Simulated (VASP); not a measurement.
Runs of VASP 6.6.1 on Ir. The structure is that of space group Fm-3m (No. 225), or close to it. The cells are those of the table. 

```tsv
level	cell	gap on the mesh (eV)	pressure (GPa)
r2SCAN+rVV10	a = 2.710, b = 2.708, c = 2.716 Å, angles 59.9, 60.0, 59.9°, 1 atom	none	(c)
r2SCAN	a = 2.658, b = 2.656, c = 2.663 Å, angles 59.9, 60.0, 59.9°, 1 atom	none	33.6
r2SCAN	a = 2.707, b = 2.705, c = 2.712 Å, angles 59.9, 60.0, 59.9°, 1 atom	none	7.7
r2SCAN	a = 2.718, b = 2.716, c = 2.724 Å, angles 59.9, 60.0, 59.9°, 1 atom	none	2.5
r2SCAN+D4	a = 2.712, b = 2.710, c = 2.718 Å, angles 59.9, 60.0, 59.9°, 1 atom	none	2.6
r2SCAN+D3(BJ)	a = 2.714, b = 2.712, c = 2.720 Å, angles 59.9, 60.0, 59.9°, 1 atom	none	0.3
r2SCAN	a = 2.696, b = 2.694, c = 2.701 Å, angles 59.9, 60.0, 59.9°, 1 atom	none	(b)
r2SCAN+D3(BJ)	a = 2.709, b = 2.707, c = 2.715 Å, angles 59.9, 60.0, 59.9°, 1 atom	none	2.6
r2SCAN	a = 2.676, b = 2.674, c = 2.681 Å, angles 59.9, 60.0, 59.9°, 1 atom	none	23.2
r2SCAN	a = 2.713, b = 2.711, c = 2.719 Å, angles 59.9, 60.0, 59.9°, 1 atom	none	(a)
```

Alike in all rows: task single point; potentials or basis VASP PAW PBE potentials, release 64 (Ir); no spin polarisation; k mesh 12 × 13 × 11; cutoff (eV) 520; smearing fermi-dirac 0.05 eV.

Question: Fill in the values left out.

Answer: (a) 4.5; (b) 12.9; (c) 4.1.

Caveats: the PAW data sets were made with another functional, which shifts forces and pressure a little; spin-orbit coupling is left out, which moves the levels of the heavy elements; the cell stands under pressure (at least some runs); three body term missing (at least some runs).

A k mesh can miss the band edges, and the runs leave out spin-orbit coupling on Ir.

A gap of «none» marks levels without a gap at the run's occupations.
